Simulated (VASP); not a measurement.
# CdF2: single point with PBE

Crystal: CdF2.

```
CELL_PARAMETERS angstrom
0.00000 2.61318 2.65359
2.61318 0.00000 2.65359
2.61318 2.61318 0.00000
ATOMIC_POSITIONS crystal
Cd 0.00000 0.00000 0.00000
F 0.25000 0.25000 0.25000
F 0.75000 0.75000 0.75000
```

This cell differs from its parent crystal: strain -0.030 along x and y, -0.015 along z.

```json
{"Program": "VASP 6.6.1", "Task": "single point", "Functional": "PBE", "Potentials or basis": "VASP PAW PBE potentials, release 64 (Cd_sv_GW, F)", "Cutoff": "700 eV", "k mesh": "8 × 8 × 8", "Occupations": "gaussian, width 0.05 eV", "Spin": "no spin polarisation"}
```

The pressure is 15.8 GPa and the band gap on the k mesh is 3.35 eV (least direct gap 3.73 eV).

Stress tensor (GPa, compression positive):
```
16.35  0.00  0.00
 0.00 16.35  0.00
 0.00  0.00 14.61
```

Levels at points of the mesh, in eV from the valence-band top:
```
           k point  band 14  band 15  band 16  band 17  band 18  band 19  band 20  band 21
(0.00, 0.00, 0.00)    -1.15    -0.42    -0.42    -0.37     3.35    13.03    13.03    13.07
(0.50, 0.00, 0.00)    -2.18    -2.14    -0.35    -0.35     7.77     9.38    15.12    15.25
(0.50, 0.50, 0.00)    -3.21    -0.75    -0.10    -0.10     8.66    10.13    12.07    15.01
(0.50, 0.00, 0.50)    -3.16    -0.65    -0.14    -0.09     8.63    10.08    12.08    14.84
```

It took 26 s on 1 thread of Intel(R) Xeon(R) 6975P-C (Granite Rapids), with other jobs on the host, peak memory 0.23 GiB.

Caveat: the cell differs from its parent crystal (strain -0.030 along x and y, -0.015 along z); the cell stands under pressure. A k mesh can miss the band edges.
